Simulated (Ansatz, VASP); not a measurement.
**One calculation of Rh, two programs**

INCAR

```
  ALGO = Fast
  EDIFF = 1E-6
  ENCUT = 520
  GGA = PS
  ISIF = 2
  ISMEAR = 0
  LASPH = T
  LCHARG = T
  LELF = T
  LREAL = F
  LVHAR = T
  LWAVE = F
  NBANDS = 14
  NELM = 100
  PREC = Accurate
  SIGMA = 0.15
```

File KPOINTS:

```
k-points
0
Gamma
  30 30 30
```

POSCAR

```
Rh
1.0
    0.0000000000      1.9432637198      1.7878026222
    1.9432637198      0.0000000000      1.7878026222
    1.9432637198      1.9432637198      0.0000000000
Rh
1
Direct
    0.0000000000      0.0000000000      0.0000000000
```

Input for Ansatz:

```yaml
crystal:
  lattice:
    - [0.0, 1.9432637198, 1.7878026222]
    - [1.9432637198, 0.0, 1.7878026222]
    - [1.9432637198, 1.9432637198, 0.0]
  atoms:
    - { symbol: Rh, position: [0.0, 0.0, 0.0] }
basis:
  ecutwfc: 420
kpoints:
  mp_grid: { grid: [30, 30, 30] }
hamiltonian:
  xc: pbesol
scf:
  occupations: { method: gaussian, width: 0.15 }
output:
  forces: true
  stress: true
  eigenvalues: true
```

Alike in both runs: task single point; functional PBEsol; k mesh 30 × 30 × 30; occupations gaussian, width 0.15 eV; no spin polarisation.

|  | VASP | Ansatz |
| --- | --- | --- |
| version | VASP 6.6.1 | Ansatz 0.2.0 |
| potentials or method | VASP PAW PBE potentials, release 64 (Rh_pv), cutoff 520 eV | scalar-relativistic, plane waves, PAW |
| valence electrons in the cell | 15 | 17 |

|  | VASP | Ansatz | Ansatz less VASP |
| --- | --- | --- | --- |
| gap on the k mesh at the Fermi level (eV) | none | none | - |
| pressure (GPa) | 0.9 | 1.1 | +0.17 |
| traceless stress, the component that is largest in VASP (GPa) | 12.92 | 12.95 | +0.034 |

VASP's potentials were made for PBE, not for PBEsol. A gap of «none» marks a metal or a gap that the smearing closes. VASP's potentials hold 15 valence electrons a cell and Ansatz's 17, so a difference there can come from the potentials and not from the codes.
